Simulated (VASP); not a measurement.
# TiSi2 (Fddd) in VASP: further runs

Runs on TiSi2. Level: PBE. Tasks: single point.

Everything below comes from runs of VASP 6.6.1. Logs are shortened: lines on timing, memory, paths and dates and some standing lists are left out, and cuts for length are marked.

## (1) The cell of the first run

It takes space group Fddd (No. 70, orthorhombic). The conventional cell has a = 4.779 Å, b = 8.235 Å, c = 8.441 Å, α = 90.00°, β = 90.00°, γ = 90.00°. Within 3.3 Å of Ti (site symmetry 222) lie 10 Si at 2.53 to 2.78 Å and 4 Ti at 3.18 Å. Within 3.3 Å of Si (site symmetry 2) lie 9 Si at 2.50 to 3.18 Å and 5 Ti at 2.53 to 2.78 Å.

## (2) Single point, PBE

Contents of INCAR:

```
SYSTEM = TiSi2
PREC = Accurate
ENCUT = 520
EDIFF = 1E-6
ISMEAR = -1
SIGMA = 0.05
LREAL = .False.
LASPH = .True.
NELM = 60
ALGO = Normal
ISIF = 2
LWAVE = .False.
LCHARG = .False.
GGA = PE
NBANDS = 29
```

Contents of KPOINTS:

```
Automatic mesh
0
Gamma
  6 6 6
  0 0 0
```

Contents of POSCAR:

```
TiSi2
1.0
    0.0000000000      4.1175163063      4.2202688570
    2.3895119538      0.0000000000      4.2202688570
    2.3895119538      4.1175163063      0.0000000000
Ti Si
2 4
Direct
    0.7500000000      0.7500000000      0.7500000000
    0.5000000000      0.5000000000      0.5000000000
    0.4125656100      0.0874343900      0.4125656100
    0.0874343900      0.4125656100      0.0874343900
    0.1625656100      0.8374343900      0.1625656100
    0.8374343900      0.1625656100      0.8374343900
```

Potentials or basis: VASP PAW PBE potentials, release 64 (Ti_sv, Si).

The run is started by

```bash
$ cat potpaw_PBE.64/Ti_sv/POTCAR potpaw_PBE.64/Si/POTCAR > POTCAR
$ mpirun -np 1 vasp_std > vasp.out
```

OUTCAR:

```text
SYSTEM = TiSi2
   PREC = Accurate
   ENCUT = 520
   EDIFF = 1E-6
   ISMEAR = -1
   LREAL = .False.
   LASPH = .True.
   NELM = 60
   ISIF = 2
   GGA = PE

 ion  position               nearest neighbor table
   1  0.750  0.750  0.750-   6 2.53   5 2.53   6 2.53   5 2.53   3 2.74   3 2.74   4 2.74   4 2.74
                             3 2.78   4 2.78
   2  0.500  0.500  0.500-   4 2.53   3 2.53   4 2.53   3 2.53   5 2.74   5 2.74   6 2.74   6 2.74
                             5 2.78   6 2.78
   3  0.413  0.087  0.413-   6 2.50   6 2.50   2 2.53   2 2.53   4 2.68   1 2.74   1 2.74   1 2.78
                             4 2.79   4 2.79
   4  0.087  0.413  0.087-   5 2.50   5 2.50   2 2.53   2 2.53   3 2.68   1 2.74   1 2.74   1 2.78
                             3 2.79   3 2.79
   5  0.163  0.837  0.163-   4 2.50   4 2.50   1 2.53   1 2.53   6 2.68   2 2.74   2 2.74   2 2.78
                             6 2.79   6 2.79
   6  0.837  0.163  0.837-   3 2.50   3 2.50   1 2.53   1 2.53   5 2.68   2 2.74   2 2.74   2 2.78
                             5 2.79   5 2.79

  LATTYP: Found a face centered orthorhombic cell.
 ALAT       =     4.7790239076
 B/A-ratio  =     1.7231620456
 C/A-ratio  =     1.7661635257

  Lattice vectors:

 A1 = (   0.0000000000,   4.1175163063,   4.2202688570)
 A2 = (   2.3895119538,   0.0000000000,   4.2202688570)
 A3 = (   2.3895119538,   4.1175163063,   0.0000000000)

Analysis of symmetry for initial positions (statically):
=====================================================================
 Subroutine PRICEL returns:
 Original cell was already a primitive cell.

 Routine SETGRP: Setting up the symmetry group for a
 face centered orthorhombic supercell.

 Subroutine GETGRP returns: Found  8 space group operations
 (whereof  4 operations were pure point group operations)
 out of a pool of  8 trial point group operations.

The static configuration has the point symmetry D_2 .
 The point group associated with its full space group is D_2h.

Analysis of symmetry for dynamics (positions and initial velocities):
=====================================================================
 Subroutine PRICEL returns:
 Original cell was already a primitive cell.

 Routine SETGRP: Setting up the symmetry group for a
 face centered orthorhombic supercell.

 Subroutine GETGRP returns: Found  8 space group operations
 (whereof  4 operations were pure point group operations)
 out of a pool of  8 trial point group operations.

The dynamic configuration has the point symmetry D_2 .
 The point group associated with its full space group is D_2h.

 Subroutine INISYM returns: Found  8 space group operations
 (whereof  4 operations are pure point group operations),
 and found     1 'primitive' translations

----------------------------------------------------------------------------------------

                                     Primitive cell

  volume of cell :      83.0452

  direct lattice vectors                    reciprocal lattice vectors
     0.000000000  4.117516306  4.220268857    -0.209247750  0.121432427  0.118475864
     2.389511954  0.000000000  4.220268857     0.209247750 -0.121432427  0.118475864
     2.389511954  4.117516306  0.000000000     0.209247750  0.121432427 -0.118475864

  length of vectors
     5.896152115  4.849787274  4.760641544     0.269382601  0.269382601  0.269382601

  position of ions in fractional coordinates (direct lattice)
     0.750000000  0.750000000  0.750000000
     0.500000000  0.500000000  0.500000000
     0.412565610  0.087434390  0.412565610
     0.087434390  0.412565610  0.087434390
     0.162565610  0.837434390  0.162565610
     0.837434390  0.162565610  0.837434390

  ion indices of the primitive-cell ions
   primitive index   ion index
                 1           1
                 2           2
                 3           3
                 4           4
                 5           5
                 6           6

----------------------------------------------------------------------------------------

 KPOINTS: Automatic mesh

Automatic generation of k-mesh.
 Grid dimensions read from file:
 generate k-points for:    6    6    6

 Generating k-lattice:

  Cartesian coordinates                     Fractional coordinates (reciprocal lattice)
    -0.034874625  0.020238738  0.019745977     0.166666667  0.000000000  0.000000000
     0.034874625 -0.020238738  0.019745977     0.000000000  0.166666667 -0.000000000
     0.034874625  0.020238738 -0.019745977     0.000000000 -0.000000000  0.166666667

  Length of vectors
     0.044897100  0.044897100  0.044897100

  Shift w.r.t. Gamma in fractional coordinates (k-lattice)
     0.000000000  0.000000000  0.000000000

 Subroutine IBZKPT returns following result:
 ===========================================

 Found     46 irreducible k-points:

 Following reciprocal coordinates:
            Coordinates               Weight
  0.000000  0.000000  0.000000      1.000000
  0.166667  0.000000  0.000000      8.000000
  0.333333  0.000000  0.000000      8.000000
  0.500000  0.000000  0.000000      4.000000
  0.166667  0.166667  0.000000      2.000000
  0.333333  0.166667  0.000000      8.000000
[... 16 lines left out ...]
 -0.166667  0.166667  0.166667      8.000000
  0.500000  0.333333  0.166667      4.000000
 [... further k-points ...]
   k-points           NKPTS =     46   k-points in BZ     NKDIM =     46   number of bands    NBANDS=     29
   number of dos      NEDOS =    301   number of ions     NIONS =      6
   total plane-waves  NPLWV =  62208
   dimension x,y,z NGX =    48 NGY =   36 NGZ =   36
   dimension x,y,z NGXF=    96 NGYF=   72 NGZF=   72
   ions per type =               2   4
   NGX,Y,Z   is equivalent  to a cutoff of  13.53, 12.34, 12.57 a.u.
   NGXF,Y,Z  is equivalent  to a cutoff of  27.07, 24.68, 25.14 a.u.
 SYSTEM =  TiSi2
   PREC   = accura    normal or accurate (medium, high low for compatibility)
   ISTART =      0    job   : 0-new  1-cont  2-samecut
   ICHARG =      2    charge: 1-file 2-atom 10-const
   ISPIN  =      1    spin polarized calculation?
   LNONCOLLINEAR =      F non collinear calculations
   LSORBIT =      F    spin-orbit coupling
   LASPH  =      T    aspherical Exc in radial PAW
   ENCUT  =  520.0 eV  38.22 Ry    6.18 a.u.  10.96  9.02  8.85*2*pi/ulx,y,z
   NELM   =     60;   NELMIN=  2; NELMDL= -5     # of ELM steps
   EDIFF  = 0.1E-05   stopping-criterion for ELM
   LREAL  =      F    real-space projection
   EDIFFG = 0.1E-04   stopping-criterion for IOM
   NSW    =      0    number of steps for IOM
   IBRION =     -1    ionic relax: 0-MD 1-quasi-New 2-CG
   NFREE  =      0    steps in history (QN), initial steepest desc. (CG)
   ISIF   =      2    stress and relaxation
   ISYM   =      2    0-nonsym 1-usesym 2-fastsym
   POTIM  = 0.5000    time-step for ionic-motion
   TEBEG  =    0.0;   TEEND  =   0.0 temperature during run
   PSTRESS=    0.0 pullay stress
   NELECT =      40.0000    total number of electrons
   NUPDOWN=      -1.0000    fix difference up-down
   EMIN   =  10.00;   EMAX   =-10.00  energy-range for DOS
   EFERMI =   0.00;   METHOD = LEGACY
   ISMEAR =    -1;   SIGMA  =   0.05  broadening in eV -4-tet -1-fermi 0-gaus
   EFERMI_NEDOS =   21; number of points for ismear=-14 and -15
   IALGO  =     38    algorithm
   IMIX   =      4    mixing-type and parameters
     AMIX     =   0.40;   BMIX     =  1.00
     AMIX_MAG =   1.60;   BMIX_MAG =  1.00
  volume/ion in A,a.u.               =      13.84        93.40
  Fermi-wavevector in a.u.,A,eV,Ry     =   1.283285  2.425058 22.406368  1.646822
  Thomas-Fermi vector in A             =   2.415547
   LORBIT       =      0    0 simple, 1 ext, 2 COOP (PROOUT), +10 PAW based schemes
   GGA     = PE    functional components
   LHFCALC =     F    Hartree Fock is set to
   AEXX    =    0.0000 exact exchange contribution
   IVDW    =     0    specifies the selected vdW correction
   LEPSILON=     F    determine dielectric tensor
   LRPA    =     F    only Hartree local field effects (RPA)
 non-spin polarized calculation
  energy-cutoff  :      520.00
  volume of cell :       83.05
 maximum number of plane-waves:      2258
 NGX is ok and might be reduce to    48
   NGX = 21   NGY = 19   NGZ = 17

 number of electron      40.0000002 magnetization

 Free energy of the ion-electron system (eV)
  ---------------------------------------------------
  ext. energy  EPLUGINS =         0.00000000
  ---------------------------------------------------
  free energy    TOTEN  =       -40.70554425 eV

  energy without entropy =      -40.69077338  energy(sigma->0) =      -40.69815882

 E-fermi :  10.3596     XC(G=0): -11.7804

 val. band max:       10.3349966323   @ k =  -0.1667   0.3333   0.1667
 cond. band min:      10.3643084424   @ k =  -0.3333   0.1667  -0.0000
 fundamental gap:      0.0293118101
 Fermi energy:        10.3595601321

 k-point     1 :       0.0000    0.0000    0.0000
  band No.  band energies     occupation
      1     -45.9237      2.00000
      2     -45.8935      2.00000
      3     -22.3075      2.00000
      4     -22.2990      2.00000
      5     -22.2229      2.00000
      6     -22.2072      2.00000
[... 21 lines left out ...]
     28      14.1552      0.00000
     29      14.1916      0.00000

 k-point     2 :       0.1667    0.0000    0.0000
  band No.  band energies     occupation
      1     -45.9222      2.00000
      2     -45.8949      2.00000
      3     -22.3080      2.00000
      4     -22.2967      2.00000
      5     -22.2293      2.00000
      6     -22.2068      2.00000
[... 21 lines left out ...]
     28      14.2452      0.00000
     29      14.4127      0.00000

 k-point     3 :       0.3333    0.0000    0.0000
  band No.  band energies     occupation
      1     -45.9184      2.00000
      2     -45.8985      2.00000
      3     -22.3124      2.00000
      4     -22.2868      2.00000
      5     -22.2463      2.00000
      6     -22.2026      2.00000
[... 638 lines left out ...]
      5     -22.2271      2.00000
      6     -22.2151      2.00000
[... 21 lines left out ...]
     28      14.7805      0.00000
     29      15.3454      0.00000

 k-point    24 :       0.5000    0.3333    0.1667
  band No.  band energies     occupation
      1     -45.9150      2.00000
      2     -45.9019      2.00000
      3     -22.3096      2.00000
      4     -22.2737      2.00000
      5     -22.2561      2.00000
      6     -22.2070      2.00000
[... 21 lines left out ...]
     28      14.3808      0.00000
     29      14.9324      0.00000

 [... further k-points ...]
[... 5 lines left out ...]
  --------------------------------------------------------------------------------------
  -------------------------------------------------------------------------------------
  Total        1.7165801      1.2115704      3.1502352      0.0000000      0.0000000      0.0000000
  in kB       33.1176883     23.3746214     60.7769510      0.0000000      0.0000000      0.0000000
  external PRESSURE =      39.0897536 kB  Pullay stress =       0.0000000 kB

 VOLUME and BASIS-vectors are now :
 -----------------------------------------------------------------------------
  energy-cutoff  :      520.00
  volume of cell :       83.05
      direct lattice vectors                 reciprocal lattice vectors
     0.000000000  4.117516306  4.220268857    -0.209247750  0.121432427  0.118475864
     2.389511954  0.000000000  4.220268857     0.209247750 -0.121432427  0.118475864
     2.389511954  4.117516306  0.000000000     0.209247750  0.121432427 -0.118475864

 POSITION                                       TOTAL-FORCE (eV/Angst)
 -----------------------------------------------------------------------------------
      3.58427      6.17627      6.33040         0.000000     -0.000000     -0.000000
      2.38951      4.11752      4.22027        -0.000000     -0.000000      0.000000
      1.19476      3.39749      2.11013         0.000000      0.088487     -0.000000
      1.19476      0.72003      2.11013         0.000000     -0.088487     -0.000000
      2.38951      1.33873      4.22027         0.000000      0.088487     -0.000000
      2.38951      6.89630      4.22027         0.000000     -0.088487     -0.000000
 -----------------------------------------------------------------------------------
    total drift:                               -0.000000     -0.000000      0.000000

  FREE ENERGIE OF THE ION-ELECTRON SYSTEM (eV)
  ---------------------------------------------------
  free  energy   TOTEN  =       -40.7055442544 eV

  energy  without entropy=      -40.6907733793  energy(sigma->0) =      -40.69815882
```

Wall time 70 s (1 thread of AMD EPYC 9R45 (Zen 5), shared host); peak memory 0.25 GiB.

What came out:

| Property | Result |
| --- | --- |
| Free energy | -40.7055 eV |
| Pressure | 3.9 GPa |
| Largest force | 0.088 eV/Å |
| Band gap on the k mesh | zero (band 20 reaches 10.90 eV, above the bottom of band 21 at 9.17 eV) |

Forces on the atoms (eV/Å):
```
Ti   0.000  0.000  0.000
Ti   0.000  0.000  0.000
Si   0.000  0.088  0.000
Si   0.000 -0.088  0.000
Si   0.000  0.088  0.000
Si   0.000 -0.088  0.000
```

Stress tensor (GPa, compression positive):
```
3.31 0.00 0.00
0.00 2.34 0.00
0.00 0.00 6.08
```

[end of part 1 of 3]
